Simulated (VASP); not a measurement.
# Al3P2 (P4mm) in VASP: further runs

Runs on Al3P2. Level: PBE. Tasks: relaxation of cell and atoms.

All numbers are computed with VASP 6.6.1; they aren't measurements. Logs are shortened: lines on timing, memory, paths and dates and some standing lists are left out, and cuts for length are marked.

### 1 The cell of the first run

It takes space group P4mm (No. 99, tetragonal). Conventional cell: a = 4.051 Å, b = 4.051 Å, c = 5.985 Å, α = 90.00°, β = 90.00°, γ = 90.00°. Within 3.3 Å of Al (site symmetry 2mm) lie 4 P at 2.47 to 2.50 Å and 6 Al at 2.86 to 2.91 Å. Within 3.3 Å of Al (site symmetry 4mm) lie 5 P at 2.48 to 2.93 Å and 4 Al at 2.91 Å. Within 3.3 Å of P (site symmetry 4mm) lie 5 Al at 2.47 to 2.48 Å. Within 3.3 Å of P (site symmetry 4mm) lie 8 Al at 2.50 to 2.93 Å.

The cell was built from a structure type or drawn by symmetry, and may not be a known phase.

### 2 Relaxation of cell and atoms, PBE

Contents of INCAR:

```
ALGO = Normal
EDIFF = 1E-7
EDIFFG = -0.01
ENCUT = 600
GGA = PE
IBRION = 2
ISIF = 3
ISMEAR = 0
LASPH = T
LCHARG = F
LREAL = F
LWAVE = F
NELM = 100
NSW = 100
PREC = Accurate
SIGMA = 0.1
```

Contents of KPOINTS:

```
k-points
0
Gamma
  10 10 6
```

Contents of POSCAR:

```
Al3P2
1.0
    4.0509968261      0.0000000000      0.0000000000
    0.0000000000      4.0509968261      0.0000000000
    0.0000000000      0.0000000000      5.9848185323
Al P
3 2
Direct
    0.5000000000      0.0000000000      0.9823368368
    0.0000000000      0.5000000000      0.9823368368
    0.0000000000      0.0000000000      0.3319084633
    0.0000000000      0.0000000000      0.7457169996
    0.5000000000      0.5000000000      0.2277007836
```

Potentials or basis: VASP PAW PBE potentials, release 64 (Al, P).

On the command line:

```sh
$ cat potpaw_PBE.64/Al/POTCAR potpaw_PBE.64/P/POTCAR > POTCAR
$ mpirun -np 1 vasp_std > vasp.out
```

OUTCAR:

```text
EDIFF = 1E-7
   EDIFFG = -0.01
   ENCUT = 600
   GGA = PE
   IBRION = 2
   ISIF = 3
   ISMEAR = 0
   LASPH = T
   LREAL = F
   NELM = 100
   NSW = 100
   PREC = Accurate

 ion  position               nearest neighbor table
   1  0.500  0.000  0.982-   4 2.47   4 2.47   5 2.50   5 2.50   2 2.86   2 2.86   2 2.86   2 2.86
                             3 2.91   3 2.91
   2  0.000  0.500  0.982-   4 2.47   4 2.47   5 2.50   5 2.50   1 2.86   1 2.86   1 2.86   1 2.86
                             3 2.91   3 2.91
   3  0.000  0.000  0.332-   4 2.48   2 2.91   1 2.91   2 2.91   1 2.91   5 2.93   5 2.93   5 2.93
                             5 2.93
   4  0.000  0.000  0.746-   1 2.47   2 2.47   2 2.47   1 2.47   3 2.48
   5  0.500  0.500  0.228-   1 2.50   2 2.50   1 2.50   2 2.50   3 2.93   3 2.93   3 2.93   3 2.93

  LATTYP: Found a simple tetragonal cell.
 ALAT       =     4.0509968261
 C/A-ratio  =     1.4773693462

  Lattice vectors:

 A1 = (   4.0509968261,   0.0000000000,   0.0000000000)
 A2 = (   0.0000000000,   4.0509968261,   0.0000000000)
 A3 = (   0.0000000000,   0.0000000000,   5.9848185323)

Analysis of symmetry for initial positions (statically):
=====================================================================
 Subroutine PRICEL returns:
 Original cell was already a primitive cell.

 Routine SETGRP: Setting up the symmetry group for a
 simple tetragonal supercell.

 Subroutine GETGRP returns: Found  8 space group operations
 (whereof  8 operations were pure point group operations)
 out of a pool of 16 trial point group operations.

The static configuration has the point symmetry C_4v.

Analysis of symmetry for dynamics (positions and initial velocities):
=====================================================================
 Subroutine PRICEL returns:
 Original cell was already a primitive cell.

 Routine SETGRP: Setting up the symmetry group for a
 simple tetragonal supercell.

 Subroutine GETGRP returns: Found  8 space group operations
 (whereof  8 operations were pure point group operations)
 out of a pool of 16 trial point group operations.

The dynamic configuration has the point symmetry C_4v.

 Subroutine INISYM returns: Found  8 space group operations
 (whereof  8 operations are pure point group operations),
 and found     1 'primitive' translations

----------------------------------------------------------------------------------------

                                     Primitive cell

  volume of cell :      98.2143

  direct lattice vectors                    reciprocal lattice vectors
     4.050996826  0.000000000  0.000000000     0.246852822  0.000000000  0.000000000
     0.000000000  4.050996826  0.000000000     0.000000000  0.246852822  0.000000000
     0.000000000  0.000000000  5.984818532     0.000000000  0.000000000  0.167089444

  length of vectors
     4.050996826  4.050996826  5.984818532     0.246852822  0.246852822  0.167089444

  position of ions in fractional coordinates (direct lattice)
     0.500000000  0.000000000  0.982336837
     0.000000000  0.500000000  0.982336837
     0.000000000  0.000000000  0.331908463
     0.000000000  0.000000000  0.745717000
     0.500000000  0.500000000  0.227700784

  ion indices of the primitive-cell ions
   primitive index   ion index
                 1           1
                 2           2
                 3           3
                 4           4
                 5           5

----------------------------------------------------------------------------------------

 KPOINTS: k-points

Automatic generation of k-mesh.
 Grid dimensions read from file:
 generate k-points for:   10   10    6

 Generating k-lattice:

  Cartesian coordinates                     Fractional coordinates (reciprocal lattice)
     0.024685282  0.000000000  0.000000000     0.100000000  0.000000000  0.000000000
     0.000000000  0.024685282  0.000000000     0.000000000  0.100000000  0.000000000
     0.000000000  0.000000000  0.027848241     0.000000000  0.000000000  0.166666667

  Length of vectors
     0.024685282  0.024685282  0.027848241

  Shift w.r.t. Gamma in fractional coordinates (k-lattice)
     0.000000000  0.000000000  0.000000000

 Subroutine IBZKPT returns following result:
 ===========================================

 Found     84 irreducible k-points:

 Following reciprocal coordinates:
            Coordinates               Weight
  0.000000  0.000000  0.000000      1.000000
  0.100000  0.000000  0.000000      4.000000
  0.200000  0.000000  0.000000      4.000000
  0.300000  0.000000  0.000000      4.000000
  0.400000  0.000000  0.000000      4.000000
  0.500000  0.000000  0.000000      2.000000
[... 16 lines left out ...]
  0.100000  0.000000  0.166667      8.000000
  0.200000  0.000000  0.166667      8.000000
 [... further k-points ...]
   k-points           NKPTS =     84   k-points in BZ     NKDIM =     84   number of bands    NBANDS=     13
   number of dos      NEDOS =    301   number of ions     NIONS =      5
   total plane-waves  NPLWV =  49152
   dimension x,y,z NGX =    32 NGY =   32 NGZ =   48
   dimension x,y,z NGXF=    64 NGYF=   64 NGZF=   96
   ions per type =               3   2
   NGX,Y,Z   is equivalent  to a cutoff of  13.13, 13.13, 13.33 a.u.
   NGXF,Y,Z  is equivalent  to a cutoff of  26.26, 26.26, 26.67 a.u.
 SYSTEM =  unknown system
   PREC   = accura    normal or accurate (medium, high low for compatibility)
   ISTART =      0    job   : 0-new  1-cont  2-samecut
   ICHARG =      2    charge: 1-file 2-atom 10-const
   ISPIN  =      1    spin polarized calculation?
   LNONCOLLINEAR =      F non collinear calculations
   LSORBIT =      F    spin-orbit coupling
   LASPH  =      T    aspherical Exc in radial PAW
   ENCUT  =  600.0 eV  44.10 Ry    6.64 a.u.   8.09  8.09 11.95*2*pi/ulx,y,z
   NELM   =    100;   NELMIN=  2; NELMDL= -5     # of ELM steps
   EDIFF  = 0.1E-06   stopping-criterion for ELM
   LREAL  =      F    real-space projection
   EDIFFG = -.1E-01   stopping-criterion for IOM
   NSW    =    100    number of steps for IOM
   IBRION =      2    ionic relax: 0-MD 1-quasi-New 2-CG
   NFREE  =      1    steps in history (QN), initial steepest desc. (CG)
   ISIF   =      3    stress and relaxation
   ISYM   =      2    0-nonsym 1-usesym 2-fastsym
   POTIM  = 0.5000    time-step for ionic-motion
   TEBEG  =    0.0;   TEEND  =   0.0 temperature during run
   PSTRESS=    0.0 pullay stress
   NELECT =      19.0000    total number of electrons
   NUPDOWN=      -1.0000    fix difference up-down
   EMIN   =  10.00;   EMAX   =-10.00  energy-range for DOS
   EFERMI =   0.00;   METHOD = LEGACY
   ISMEAR =     0;   SIGMA  =   0.10  broadening in eV -4-tet -1-fermi 0-gaus
   EFERMI_NEDOS =   21; number of points for ismear=-14 and -15
   IALGO  =     38    algorithm
   IMIX   =      4    mixing-type and parameters
     AMIX     =   0.40;   BMIX     =  1.00
     AMIX_MAG =   1.60;   BMIX_MAG =  1.00
  volume/ion in A,a.u.               =      19.64       132.56
  Fermi-wavevector in a.u.,A,eV,Ry     =   0.946821  1.789232 12.197208  0.896470
  Thomas-Fermi vector in A             =   2.074855
   LORBIT       =      0    0 simple, 1 ext, 2 COOP (PROOUT), +10 PAW based schemes
   GGA     = PE    functional components
   LHFCALC =     F    Hartree Fock is set to
   AEXX    =    0.0000 exact exchange contribution
   IVDW    =     0    specifies the selected vdW correction
   LEPSILON=     F    determine dielectric tensor
   LRPA    =     F    only Hartree local field effects (RPA)
 conjugate gradient relaxation of ions
 non-spin polarized calculation
 Gauss-broadening in eV      SIGMA  =   0.10
  energy-cutoff  :      600.00
  volume of cell :       98.21
 maximum number of plane-waves:      3324
   NGX = 17   NGY = 17   NGZ = 23

--------------------------------------- Ionic step        1  -------------------------------------------

 number of electron      18.9999998 magnetization

 Free energy of the ion-electron system (eV)
  ---------------------------------------------------
  ext. energy  EPLUGINS =         0.00000000
  ---------------------------------------------------
  free energy    TOTEN  =       -22.04601381 eV

  energy without entropy =      -22.03412478  energy(sigma->0) =      -22.04006930

------------------------ aborting loop because EDIFF is reached ----------------------------------------

  FORCE on cell =-STRESS in cart. coord.  units (eV):
  Direction    XX          YY          ZZ          XY          YZ          ZX
  --------------------------------------------------------------------------------------
  -------------------------------------------------------------------------------------
  Total        0.9092674      0.9092674     -0.7487352      0.0000000     -0.0000000      0.0000000
  in kB       14.8329462     14.8329462    -12.2141719      0.0000000     -0.0000000      0.0000000
  external PRESSURE =       5.8172402 kB  Pullay stress =       0.0000000 kB
[... 98 lines left out ...]
  FREE ENERGIE OF THE ION-ELECTRON SYSTEM (eV)
  ---------------------------------------------------
  free  energy   TOTEN  =       -22.1111984339 eV

  energy  without entropy=      -22.1006081974  energy(sigma->0) =      -22.10590332

[... ionic steps 4 to 15 ...]

--------------------------------------- Ionic step       16  -------------------------------------------

 number of electron      18.9999999 magnetization

------------------------ aborting loop because EDIFF is reached ----------------------------------------
[... 73 lines left out ...]
--------------------------------------- Ionic step       18  -------------------------------------------

 number of electron      18.9999999 magnetization

 Free energy of the ion-electron system (eV)
  ---------------------------------------------------
  ext. energy  EPLUGINS =         0.00000000
  ---------------------------------------------------
  free energy    TOTEN  =       -22.17395161 eV

  energy without entropy =      -22.16557943  energy(sigma->0) =      -22.16976552

 E-fermi :   6.1885     XC(G=0):  -9.1610

 val. band max:        6.1791948746   @ k =   0.2000   0.2000   0.3333
 cond. band min:       6.1910402881   @ k =   0.4000   0.1000   0.5000
 fundamental gap:      0.0118454135
 Fermi energy:         6.1884941348

 k-point     1 :       0.0000    0.0000    0.0000
  band No.  band energies     occupation
      1      -7.0922      2.00000
      2      -4.7568      2.00000
      3      -0.3637      2.00000
      4       1.1222      2.00000
      5       1.1222      2.00000
      6       2.1744      2.00000
      7       3.8479      2.00000
      8       3.8479      2.00000
      9       4.0234      2.00000
     10       4.1401      2.00000
     11       6.5559      0.00000
     12       7.9205      0.00000
     13       8.3806      0.00000
[... 354 lines left out ...]
  band No.  band energies     occupation
      1      -6.7855      2.00000
      2      -4.9300      2.00000
      3      -0.6797      2.00000
      4       0.4121      2.00000
      5       1.4140      2.00000
      6       1.9078      2.00000
      7       3.3537      2.00000
      8       3.5952      2.00000
      9       4.1967      2.00000
     10       5.7499      2.00000
     11       6.8167      0.00000
     12       7.6000      0.00000
     13       8.1103      0.00000

 [... further k-points ...]

------------------------ aborting loop because EDIFF is reached ----------------------------------------

  FORCE on cell =-STRESS in cart. coord.  units (eV):
  Direction    XX          YY          ZZ          XY          YZ          ZX
  --------------------------------------------------------------------------------------
  -------------------------------------------------------------------------------------
  Total        0.0088807      0.0088807      0.0092420      0.0000000      0.0000000     -0.0000000
  in kB        0.1386399      0.1386399      0.1442795      0.0000000      0.0000000     -0.0000000
  external PRESSURE =       0.1405198 kB  Pullay stress =       0.0000000 kB
[... 20 lines left out ...]
  FREE ENERGIE OF THE ION-ELECTRON SYSTEM (eV)
  ---------------------------------------------------
  free  energy   TOTEN  =       -22.1739516114 eV

  energy  without entropy=      -22.1655794305  energy(sigma->0) =      -22.16976552

 reached required accuracy - stopping structural energy minimisation
```

Wall time 26 min (1 thread of Intel Xeon 8259CL, shared host); peak memory 0.3 GiB.

Results:

| Quantity | Value |
| --- | --- |
| Free energy | -22.1740 eV |
| Relaxed volume | 20.53 Å³/atom |
| Relaxed cell | a = 4.255 Å, b = 4.255 Å, c = 5.668 Å, α = 90.00°, β = 90.00°, γ = 90.00° |
| Space group after relaxing (to 0.1 Å) | P4mm (No. 99) |
| Energy gained by relaxing | 25.6 meV/atom |
| Ionic steps | 18 |
| Pressure after relaxing | 0.0 GPa |
| Largest force after relaxing | 0.004 eV/Å |
| Band gap on the k mesh | zero (an odd number of electrons rules out a gap without spin polarisation) |

Forces on the atoms (eV/Å):
```
Al   0.000  0.000 -0.001
Al   0.000  0.000 -0.001
Al   0.000  0.000  0.002
P    0.000  0.000 -0.004
P    0.000  0.000  0.004
```

The path:
| step | energy change (eV) | largest force (eV/Å) | pressure (GPa) | volume (Å³) |
| --- | --- | --- | --- | --- |
| 1 | 0.0000 | 0.2428 | 0.58 | 98.21 |
| 2 | -0.0278 | 0.2505 | 0.18 | 99.22 |
| 3 | -0.0652 | 0.8853 | -0.72 | 102.19 |
| 4 | -0.0803 | 0.8628 | -0.64 | 102.40 |
| 5 | -0.0961 | 0.8230 | -0.48 | 102.75 |
| 6 | -0.0976 | 0.8069 | -0.40 | 102.89 |
| 7 | -0.1118 | 0.5656 | -0.22 | 102.62 |
| 8 | -0.1256 | 0.1123 | 0.27 | 102.01 |
| 9 | -0.1256 | 0.1203 | 0.28 | 102.00 |
| 10 | -0.1269 | 0.0921 | 0.11 | 102.25 |
| 11 | -0.1274 | 0.0538 | -0.14 | 102.61 |
| 12 | -0.1274 | 0.0570 | -0.12 | 102.58 |
| 13 | -0.1277 | 0.0377 | -0.04 | 102.48 |
| 14 | -0.1278 | 0.0266 | 0.05 | 102.37 |
| 15 | -0.1278 | 0.0222 | 0.04 | 102.43 |
| 16 | -0.1279 | 0.0117 | -0.01 | 102.61 |
| 17 | -0.1279 | 0.0127 | -0.02 | 102.65 |
| 18 | -0.1279 | 0.0040 | 0.01 | 102.63 |

Final structure:
```cif
data_structure
_symmetry_space_group_name_H-M 'P 1'
_symmetry_Int_Tables_number 1
_cell_length_a 4.2551
_cell_length_b 4.2551
_cell_length_c 5.6683
_cell_angle_alpha 90.000
_cell_angle_beta 90.000
_cell_angle_gamma 90.000
_cell_volume 102.63
loop_
_atom_site_label
_atom_site_type_symbol
_atom_site_fract_x
_atom_site_fract_y
_atom_site_fract_z
_atom_site_occupancy
Al1 Al 0.50000 0.00000 0.98868 1
Al2 Al 0.00000 0.50000 0.98868 1
Al3 Al 0.00000 0.00000 0.32691 1
P1 P 0.00000 0.00000 0.75184 1
P2 P 0.50000 0.50000 0.21388 1
```

Levels at points of the mesh, in eV from the Fermi level:
```csv
k point,band 7,band 8,band 9,band 10,band 11,band 12
"(0.00, 0.00, 0.00)",-2.34,-2.34,-2.17,-2.05,0.37,1.73
"(0.50, 0.00, 0.00)",-3.59,-3.42,-1.23,-0.91,0.94,1.61
"(0.50, 0.50, 0.00)",-4.01,-4.01,-3.51,0.05,0.05,0.87
"(0.00, 0.00, 0.50)",-2.90,-2.90,-1.84,-1.44,0.95,0.97
"(0.50, 0.00, 0.50)",-3.42,-2.36,-1.31,-0.98,-0.18,0.75
"(0.50, 0.50, 0.50)",-4.84,-3.92,-1.03,1.63,2.49,2.91
```

[end of part 1 of 2]
